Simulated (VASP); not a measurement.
# In2Ni3S2 (R-3m) in VASP: a series of runs

Runs on In2Ni3S2. Level: LDA. Tasks: single point.

Everything below comes from runs of VASP 6.6.1. Logs are shortened: lines on timing, memory, paths and dates and some standing lists are left out, and cuts for length are marked.

## (1) The cell of the first run

It takes space group R-3m (No. 166, trigonal). Conventional cell: a = 5.378 Å, b = 5.378 Å, c = 13.482 Å, α = 90.00°, β = 90.00°, γ = 120.00°. In (site symmetry -3m) has 6 Ni at 2.69 Å and 8 S at 3.01 to 3.44 Å within 3.5 Å. In (site symmetry -3m) has 6 Ni at 2.73 Å and 8 S at 3.20 to 3.73 Å and 6 In at 3.83 Å within 3.9 Å. Within 2.8 Å of Ni (site symmetry 2/m) lie 2 S at 2.15 Å and 4 Ni at 2.69 Å and 4 In at 2.69 to 2.73 Å. Within 2.8 Å of S (site symmetry 3m) lie 3 Ni at 2.15 Å.

## (2) Single point, LDA

The input, INCAR:

```
SYSTEM = In2Ni3S2
  ALGO = Normal
  EDIFF = 1E-6
  ENCUT = 520
  GGA = CA
  ISIF = 2
  ISMEAR = 0
  LASPH = .True.
  LCHARG = .False.
  LREAL = .False.
  LWAVE = .False.
  NBANDS = 43
  NELM = 60
  PREC = Accurate
  SIGMA = 0.1
```

The input, KPOINTS:

```
k-points
0
Gamma
  6 6 6
  0 0 0
```

The input, POSCAR:

```
In2Ni3S2
1.0
    2.6888421947      1.5524037649      4.4940345138
   -2.6888421947      1.5524037649      4.4940345138
    0.0000000000     -3.1048075299      4.4940345138
In Ni S
2 3 2
Direct
    0.5000000000      0.5000000000      0.5000000000
    0.0000000000      0.0000000000      0.0000000000
    0.5000000000      0.0000000000      0.0000000000
    0.0000000000      0.5000000000      0.0000000000
    0.0000000000      0.0000000000      0.5000000000
    0.7230808100      0.7230808100      0.7230808100
    0.2769191900      0.2769191900      0.2769191900
```

Potentials or basis: VASP PAW LDA potentials, release 64 (In_d, Ni, S).

Started as:

```
$ cat potpaw_LDA.64/In_d/POTCAR potpaw_LDA.64/Ni/POTCAR potpaw_LDA.64/S/POTCAR > POTCAR
$ mpirun -np 1 vasp_std > vasp.out
```

OUTCAR:

```text
SYSTEM = In2Ni3S2
   EDIFF = 1E-6
   ENCUT = 520
   GGA = CA
   ISIF = 2
   ISMEAR = 0
   LASPH = .True.
   LREAL = .False.
   NELM = 60
   PREC = Accurate

 ion  position               nearest neighbor table
   1  0.500  0.500  0.500-   5 2.69   5 2.69   3 2.69   3 2.69   4 2.69   4 2.69   6 3.01   7 3.01
                             2 3.83   2 3.83   2 3.83   2 3.83   2 3.83   2 3.83
   2  0.000  0.000  0.000-   3 2.73   4 2.73   4 2.73   3 2.73   5 2.73   5 2.73   6 3.20   7 3.20
                             6 3.20   7 3.20   6 3.20   7 3.20   1 3.83   1 3.83   1 3.83   1 3.83
   3  0.500  0.000  0.000-   6 2.15   7 2.15   4 2.69   4 2.69   1 2.69   1 2.69   5 2.69   5 2.69
                             2 2.73   2 2.73
   4  0.000  0.500  0.000-   6 2.15   7 2.15   3 2.69   3 2.69   1 2.69   5 2.69   1 2.69   5 2.69
                             2 2.73   2 2.73
   5  0.000  0.000  0.500-   6 2.15   7 2.15   1 2.69   1 2.69   3 2.69   4 2.69   4 2.69   3 2.69
                             2 2.73   2 2.73
   6  0.723  0.723  0.723-   5 2.15   4 2.15   3 2.15   1 3.01   2 3.20   2 3.20   2 3.20
   7  0.277  0.277  0.277-   5 2.15   4 2.15   3 2.15   1 3.01   2 3.20   2 3.20   2 3.20

  LATTYP: Found a trigonal (rhomboedric) cell.
 ALAT       =     5.4622500866
 COS(alpha) =     0.5153619991

  Lattice vectors:

 A1 = (   2.6888421947,   1.5524037649,   4.4940345138)
 A2 = (  -2.6888421947,   1.5524037649,   4.4940345138)
 A3 = (   0.0000000000,  -3.1048075299,   4.4940345138)

Analysis of symmetry for initial positions (statically):
=====================================================================
 Subroutine PRICEL returns:
 Original cell was already a primitive cell.

 Routine SETGRP: Setting up the symmetry group for a
 trigonal (rhombohedral) supercell.

 Subroutine GETGRP returns: Found 12 space group operations
 (whereof 12 operations were pure point group operations)
 out of a pool of 12 trial point group operations.

The static configuration has the point symmetry D_3d.

Analysis of symmetry for dynamics (positions and initial velocities):
=====================================================================
 Subroutine PRICEL returns:
 Original cell was already a primitive cell.

 Routine SETGRP: Setting up the symmetry group for a
 trigonal (rhombohedral) supercell.

 Subroutine GETGRP returns: Found 12 space group operations
 (whereof 12 operations were pure point group operations)
 out of a pool of 12 trial point group operations.

The dynamic configuration has the point symmetry D_3d.
[... 114 lines left out ...]
   NFREE  =      0    steps in history (QN), initial steepest desc. (CG)
   ISIF   =      2    stress and relaxation
   ISYM   =      2    0-nonsym 1-usesym 2-fastsym
   POTIM  = 0.5000    time-step for ionic-motion
   TEBEG  =    0.0;   TEEND  =   0.0 temperature during run
   PSTRESS=    0.0 pullay stress
   NELECT =      68.0000    total number of electrons
   NUPDOWN=      -1.0000    fix difference up-down
   EMIN   =  10.00;   EMAX   =-10.00  energy-range for DOS
   EFERMI =   0.00;   METHOD = LEGACY
   ISMEAR =     0;   SIGMA  =   0.10  broadening in eV -4-tet -1-fermi 0-gaus
   EFERMI_NEDOS =   21; number of points for ismear=-14 and -15
   IALGO  =     38    algorithm
   IMIX   =      4    mixing-type and parameters
     AMIX     =   0.40;   BMIX     =  1.00
     AMIX_MAG =   1.60;   BMIX_MAG =  1.00
  volume/ion in A,a.u.               =      16.08       108.51
  Fermi-wavevector in a.u.,A,eV,Ry     =   1.383965  2.615315 26.060060  1.915360
  Thomas-Fermi vector in A             =   2.508514
   LORBIT       =      0    0 simple, 1 ext, 2 COOP (PROOUT), +10 PAW based schemes
   GGA     = CA    functional components
   LHFCALC =     F    Hartree Fock is set to
   AEXX    =    0.0000 exact exchange contribution
   IVDW    =     0    specifies the selected vdW correction
   LEPSILON=     F    determine dielectric tensor
   LRPA    =     F    only Hartree local field effects (RPA)
 non-spin polarized calculation
 Gauss-broadening in eV      SIGMA  =   0.10
  energy-cutoff  :      520.00
  volume of cell :      112.55
 maximum number of plane-waves:      3046
 NGX is ok and might be reduce to    42
   NGX = 21   NGY = 21   NGZ = 21

 number of electron      67.9999989 magnetization

 Free energy of the ion-electron system (eV)
  ---------------------------------------------------
  ext. energy  EPLUGINS =         0.00000000
  ---------------------------------------------------
  free energy    TOTEN  =       -38.98898069 eV

  energy without entropy =      -38.96678291  energy(sigma->0) =      -38.97788180

 E-fermi :   8.2577     XC(G=0): -11.6951

 val. band max:        8.2341373085   @ k =   0.1667   0.1667   0.1667
 cond. band min:       8.2798399351   @ k =  -0.3333   0.3333   0.1667
 fundamental gap:      0.0457026266
 Fermi energy:         8.2576835515

 k-point     1 :       0.0000    0.0000    0.0000
  band No.  band energies     occupation
      1      -6.4809      2.00000
      2      -6.2728      2.00000
      3      -6.2728      2.00000
      4      -6.2544      2.00000
      5      -6.2544      2.00000
      6      -6.2218      2.00000
[... 1093 lines left out ...]
     42      13.6194      0.00000
     43      13.9953      0.00000

 [... further k-points ...]

------------------------ aborting loop because EDIFF is reached ----------------------------------------

  FORCE on cell =-STRESS in cart. coord.  units (eV):
  Direction    XX          YY          ZZ          XY          YZ          ZX
  --------------------------------------------------------------------------------------
  -------------------------------------------------------------------------------------
  Total       -3.9429548     -3.9429548     -4.0474870      0.0000000      0.0000000     -0.0000000
  in kB      -56.1273738    -56.1273738    -57.6153743      0.0000000      0.0000000     -0.0000000
  external PRESSURE =     -56.6233739 kB  Pullay stress =       0.0000000 kB

 VOLUME and BASIS-vectors are now :
 -----------------------------------------------------------------------------
  energy-cutoff  :      520.00
  volume of cell :      112.55
      direct lattice vectors                 reciprocal lattice vectors
     2.688842195  1.552403765  4.494034514     0.185953642  0.107360386  0.074172402
    -2.688842195  1.552403765  4.494034514    -0.185953642  0.107360386  0.074172402
     0.000000000 -3.104807530  4.494034514     0.000000000 -0.214720771  0.074172402

 POSITION                                       TOTAL-FORCE (eV/Angst)
 -----------------------------------------------------------------------------------
      0.00000     -0.00000      6.74105        -0.000000      0.000000     -0.000000
      0.00000      0.00000      0.00000        -0.000000     -0.000000      0.000000
      1.34442      0.77620      2.24702         0.000000      0.000000      0.000000
     -1.34442      0.77620      2.24702         0.000000     -0.000000     -0.000000
      0.00000     -1.55240      2.24702        -0.000000      0.000000      0.000000
      0.00000     -0.00000      9.74865        -0.000000     -0.000000      0.304965
      0.00000     -0.00000      3.73345        -0.000000      0.000000     -0.304965
 -----------------------------------------------------------------------------------
    total drift:                               -0.000000      0.000000     -0.000000

  FREE ENERGIE OF THE ION-ELECTRON SYSTEM (eV)
  ---------------------------------------------------
  free  energy   TOTEN  =       -38.9889806920 eV

  energy  without entropy=      -38.9667829094  energy(sigma->0) =      -38.97788180
```

OSZICAR:

```text
N       E                     dE             d eps       ncg     rms          rms(c)
DAV:   1     0.637296892201E+03    0.63730E+03   -0.30569E+04  2760   0.211E+03
DAV:   2     0.464889260851E+02   -0.59081E+03   -0.57140E+03  2752   0.487E+02
DAV:   3    -0.363209230901E+02   -0.82810E+02   -0.79920E+02  2976   0.199E+02
DAV:   4    -0.419976530236E+02   -0.56767E+01   -0.55821E+01  3330   0.498E+01
DAV:   5    -0.422458088034E+02   -0.24816E+00   -0.24779E+00  3857   0.104E+01    0.219E+01
DAV:   6    -0.457520263997E+02   -0.35062E+01   -0.47556E+01  3377   0.905E+01    0.254E+01
DAV:   7    -0.390058449348E+02    0.67462E+01   -0.18890E+01  3294   0.723E+01    0.701E+00
DAV:   8    -0.390921063231E+02   -0.86261E-01   -0.29571E+00  3971   0.126E+01    0.361E+00
DAV:   9    -0.389905460912E+02    0.10156E+00   -0.53124E-01  3237   0.897E+00    0.137E+00
DAV:  10    -0.389916658922E+02   -0.11198E-02   -0.39856E-02  3211   0.161E+00    0.132E+00
DAV:  11    -0.389901506678E+02    0.15152E-02   -0.36161E-03  4496   0.516E-01    0.951E-01
DAV:  12    -0.389890906455E+02    0.10600E-02   -0.26264E-03  3824   0.423E-01    0.185E-01
DAV:  13    -0.389889685851E+02    0.12206E-03   -0.10212E-03  3692   0.252E-01    0.186E-01
DAV:  14    -0.389889791357E+02   -0.10551E-04   -0.11797E-04  2923   0.684E-02    0.168E-01
DAV:  15    -0.389889739764E+02    0.51593E-05   -0.10090E-05  3550   0.334E-02    0.159E-01
DAV:  16    -0.389889773107E+02   -0.33344E-05   -0.41312E-05  3782   0.312E-02    0.119E-01
DAV:  17    -0.389889815576E+02   -0.42469E-05   -0.12571E-05  3149   0.192E-02    0.104E-01
DAV:  18    -0.389889806920E+02    0.86563E-06   -0.73858E-07  1563   0.662E-03
   1 F= -.38988981E+02 E0= -.38977882E+02  d E =-.221978E-01
```

stdout:

```text
POSCAR found type information on POSCAR InNiS
 POSCAR found :  3 types and       7 ions
 scaLAPACK will be used
 LDA part: xc-table for (Slater(with rela. corr.)+CA(PZ))
 , standard interpolation
 POSCAR, INCAR and KPOINTS ok, starting setup
 FFT: planning ... GRIDC
 FFT: planning ... GRID_SOFT
 FFT: planning ... GRID
 WAVECAR not read
 entering main loop
```

Run time: 6.7 min. Hardware: 1 thread of Intel Xeon 8259CL, shared host; peak memory 0.3 GiB.

Results:

```
Free energy            : -38.9890 eV
Pressure               : -5.7 GPa
Largest force          : 0.305 eV/Å
Band gap on the k mesh : zero (bands 34 and 35 overlap by 0.32 eV)
```

Forces on the atoms (eV/Å):
```
In   0.000  0.000  0.000
In   0.000  0.000  0.000
Ni   0.000  0.000  0.000
Ni   0.000  0.000  0.000
Ni   0.000  0.000  0.000
S    0.000  0.000  0.305
S    0.000  0.000 -0.305
```

Levels at points of the mesh, in eV from the Fermi level:
```
           k point  band 30  band 31  band 32  band 33  band 34  band 35  band 36  band 37  band 38  band 39
(0.00, 0.00, 0.00)    -1.55    -1.50    -1.31    -1.31    -0.71    -0.27    -0.27     0.47     0.52     3.88
(0.50, 0.00, 0.00)    -1.45    -1.37    -1.21    -0.26    -0.22     0.86     0.91     1.93     2.77     3.04
(0.50, 0.50, 0.00)    -1.41    -1.24    -1.03    -0.95    -0.65     0.97     1.21     2.67     3.15     4.21
(0.50, 0.50, 0.50)    -1.33    -1.33    -0.71    -0.10    -0.10     0.54     0.54     2.00     3.61     3.88
```

Caveat: the cell stands under tension; spin-orbit coupling is left out, which moves the levels of the heavy elements; the run has no spin polarisation, though such a crystal can be magnetic.

## (3) Single point, LDA

This run uses another cell than the first one, of 15.12 Å³/atom.

The input, INCAR:

```
SYSTEM = In2Ni3S2
ALGO = Normal
EDIFF = 1E-6
ENCUT = 520
ISIF = 2
ISMEAR = 0
LASPH = .True.
LCHARG = .False.
LREAL = .False.
LWAVE = .False.
NBANDS = 43
NELM = 80
PREC = Accurate
SIGMA = 0.1
```

The input, KPOINTS:

```
k-points
0
Gamma
  9 9 9
  0 0 0
```

The input, POSCAR:

```
In2Ni3S2
1.0
    2.6313542861      1.5192131054      4.4117294745
   -2.6313542861      1.5192131054      4.4117294745
    0.0000000000     -3.0384262109      4.4117294745
In Ni S
2 3 2
Direct
    0.5000000000      0.5000000000      0.5000000000
    0.0000000000      0.0000000000      0.0000000000
    0.5000000000      0.0000000000      0.0000000000
    0.0000000000      0.5000000000      0.0000000000
    0.0000000000      0.0000000000      0.5000000000
    0.7208985192      0.7208985192      0.7208985192
    0.2791014808      0.2791014808      0.2791014808
```

Potentials or basis: VASP PAW LDA potentials, release 64 (In_d, Ni, S).

Started as:

```
$ cat potpaw_LDA.64/In_d/POTCAR potpaw_LDA.64/Ni/POTCAR potpaw_LDA.64/S/POTCAR > POTCAR
$ mpirun -np 1 vasp_std > vasp.out
```

It took 18 min on 1 thread of Intel Xeon 8259CL, shared host; peak memory 0.44 GiB.

The run converged. Its results:

- Free energy: -39.1141 eV
- Pressure: 0.1 GPa
- Largest force: 0.006 eV/Å
- Band gap on the k mesh: zero (bands 34 and 35 overlap by 0.43 eV)

Forces on the atoms (eV/Å):
```
In   0.000  0.000  0.000
In   0.000  0.000  0.000
Ni   0.000  0.000  0.000
Ni   0.000  0.000  0.000
Ni   0.000  0.000  0.000
S    0.000  0.000 -0.006
S    0.000  0.000  0.006
```

Levels at points of the mesh, in eV from the Fermi level:
```tsv
k point	band 32	band 33	band 34	band 35	band 36	band 37
(0.00, 0.00, 0.00)	-1.39	-1.39	-0.73	-0.33	-0.33	0.61
```

Caveat: spin-orbit coupling is left out, which moves the levels of the heavy elements; the run has no spin polarisation, though such a crystal can be magnetic.
